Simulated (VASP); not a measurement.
AlN, 4 atoms in the cell. Symmetry: P6_3mc, No. 186, hexagonal system. The conventional cell has a = 3.313 Å, b = 3.313 Å, c = 4.188 Å, α = 90.00°, β = 90.00°, γ = 120.00°. Al (site symmetry 3m) has 5 N at 1.91 to 2.28 Å within 2.5 Å. Within 2.5 Å of N (site symmetry 3m) lie 5 Al at 1.91 to 2.28 Å. 

- Program: VASP 6.6.1
- Task: single point
- Functional: PBE
- Potentials or basis: VASP PAW PBE potentials, release 64 (Al, N)
- Cutoff: 520 eV
- k mesh: 9 × 9 × 6
- Occupations: gaussian, width 0.05 eV
- Spin: no spin polarisation
- Dipole correction: no
- Further INCAR settings: ALGO = Normal; EDIFF = 1e-06; NBANDS = 16

Potentials or basis: VASP PAW PBE potentials, release 64 (Al, N).

Run with:

```console
$ cat potpaw_PBE.64/Al/POTCAR potpaw_PBE.64/N/POTCAR > POTCAR
$ mpirun -np 1 vasp_std > vasp.out
```

Hardware: 1 thread of Intel(R) Xeon(R) Platinum 8259CL CPU @ 2.50GHz (Skylake/Cascade Lake) (shared host).

Problem. Estimate the wall time of this run.

Solution. Run time: 23 s on 1 thread of Intel(R) Xeon(R) Platinum 8259CL CPU @ 2.50GHz (Skylake/Cascade Lake) (shared host), peak memory 0.17 GiB. Counts: scf iterations 13, k points 48.
